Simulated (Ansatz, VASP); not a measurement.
**SrO in VASP and in Ansatz**

Contents of POSCAR:

```
SrO
1.0
    0.0000000000      2.7922805133      2.7922805133
    2.7922805133      0.0000000000      2.7922805133
    2.7922805133      2.7922805133      0.0000000000
Sr O
1 1
Direct
    0.0000000000      0.0000000000      0.0000000000
    0.2500000000      0.2500000000      0.2500000000
```

File INCAR.step1:

```
  PREC = Accurate
  ENCUT = 520
  ISMEAR = 0
  SIGMA = 0.01
  LREAL = F
  LASPH = T
  NELM = 80
  NBANDS = 15
  GGA = PE
  ALGO = Normal
  EDIFF = 1E-4
  LWAVE = T
  LCHARG = F
```

INCAR.step2

```
  PREC = Accurate
  ENCUT = 520
  EDIFF = 1E-7
  ISMEAR = 0
  SIGMA = 0.01
  LREAL = F
  LASPH = T
  NELM = 80
  ALGO = Normal
  ISIF = 2
  LWAVE = F
  LCHARG = F
  METAGGA = R2SCAN
  LMIXTAU = T
  NBANDS = 15
  ISTART = 1
```

The input KPOINTS:

```
regular mesh
0
Gamma
  8 8 8
```

Input for Ansatz:

```yaml
crystal:
  lattice:
    - [0.0, 2.7922805133, 2.7922805133]
    - [2.7922805133, 0.0, 2.7922805133]
    - [2.7922805133, 2.7922805133, 0.0]
  atoms:
    - { symbol: Sr, position: [0.0, 0.0, 0.0] }
    - { symbol: O, position: [0.25, 0.25, 0.25] }
kpoints:
  mp_grid: { grid: [8, 8, 8] }
  band_path:
    path:
      - [0.0, 0.0, 0.0]
      - [-0.5, -0.5, 0.0]
      - [-0.375, -0.375, 0.25]
      - [-0.375, 0.0, 0.375]
      - [0.0, 0.0, 0.5]
      - [-0.5, -0.25, 0.25]
      - [0.25, -0.5, -0.25]
    npoints: 1
hamiltonian:
  xc: r2scan
scf:
  occupations: { method: fixed }
  n_extra_bands: 4
output:
  forces: true
  stress: true
  eigenvalues: true
  write_density: true
  write_potential: true
  elf: true
  volumetric_format: npy
```

Alike in both runs: task single point; functional r2SCAN; k mesh 8 × 8 × 8; no spin polarisation.

|  | VASP | Ansatz |
| --- | --- | --- |
| version | VASP 6.6.1 | Ansatz 0.2.0 |
| potentials or method | VASP PAW PBE potentials, release 64 (Sr_sv, O) | plane waves, PAW |
| plane-wave cutoff (eV) | 520 | 500 |
| occupations | gaussian, width 0.01 eV | fixed |
| valence electrons in the cell | 16 | 16 |

```csv
,VASP,Ansatz,Ansatz less VASP
gap on the k mesh at the Fermi level (eV),2.90,2.89,-0.014
pressure (GPa),0.5,0.0,-0.47
```

VASP's potentials were made for PBE, not for r2SCAN.
